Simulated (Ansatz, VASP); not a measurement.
**Two plane-wave programs on CdF2**

File INCAR:

```
SYSTEM = CdF2
ALGO = Normal
EDIFF = 1E-6
EDIFFG = -0.01
ENCUT = 600
GGA = PE
IBRION = 2
ISIF = 3
ISMEAR = -1
LASPH = .TRUE.
LCHARG = .FALSE.
LREAL = .FALSE.
LWAVE = .FALSE.
NELM = 80
NSW = 60
PREC = Accurate
SIGMA = 0.05
```

The input KPOINTS:

```
k-points
0
G
  9 9 9
  0 0 0
```

The input POSCAR:

```
CdF2
1.0
    0.0000000000      2.6940000000      2.6940000000
    2.6940000000      0.0000000000      2.6940000000
    2.6940000000      2.6940000000      0.0000000000
Cd F
1 2
Direct
    0.0000000000      0.0000000000      0.0000000000
    0.7500000000      0.7500000000      0.7500000000
    0.2500000000      0.2500000000      0.2500000000
```

input.yaml

```yaml
crystal:
  lattice:
    - [0.0, 2.694, 2.694]
    - [2.694, 0.0, 2.694]
    - [2.694, 2.694, 0.0]
  atoms:
    - { symbol: Cd, position: [0.0, 0.0, 0.0] }
    - { symbol: F, position: [0.75, 0.75, 0.75] }
    - { symbol: F, position: [0.25, 0.25, 0.25] }
hamiltonian:
  xc: pbe
  pseudopotentials: { kind: paw }
kpoints:
  mp_grid: { grid: [9, 9, 9] }
scf:
  occupations: { method: fermi_dirac, width: 0.05 }
output:
  forces: true
  stress: true
  eigenvalues: true
  write_density: true
  write_potential: true
  elf: true
  volumetric_format: npy
relax:
  f_tol: 0.01
  max_steps: 40
  cell: { stress_tol: 0.05 }
```

Alike in both runs: task relaxation of cell and atoms; functional PBE; k mesh 9 × 9 × 9; occupations fermi-dirac, width 0.05 eV; no spin polarisation.

|  | VASP | Ansatz |
| --- | --- | --- |
| version | VASP 6.6.1 | Ansatz 0.2.0 |
| potentials or method | VASP PAW PBE potentials, release 64 (Cd, F) | Ansatz PAW |
| plane-wave cutoff (eV) | 600 | 420 |
| valence electrons in the cell | 26 | 34 |

VASP gave:

| Property | Result |
| --- | --- |
| gap on the k mesh at the Fermi level, each at its own relaxed structure (eV) | 2.90 |
| relaxed volume (Å³/atom) | 13.78 |
| relaxed cell length with the largest relative difference (Å) | 3.882 |

**Question.** Estimate Ansatz's values.

**Answer.** gap on the k mesh at the Fermi level, each at its own relaxed structure (eV): 2.94; relaxed volume (Å³/atom): 13.72; relaxed cell length with the largest relative difference (Å): 3.876.

VASP's potentials hold 26 valence electrons a cell and Ansatz's 34, so a difference there can come from the potentials and not from the codes.

Noted on Ansatz's run: odd divisions of the mesh miss points on the zone boundary, where band edges often lie, so the gap on the mesh can be too wide; the plane-wave basis is chosen anew once the cell has moved, so the energies of steps on either side of that aren't comparable.
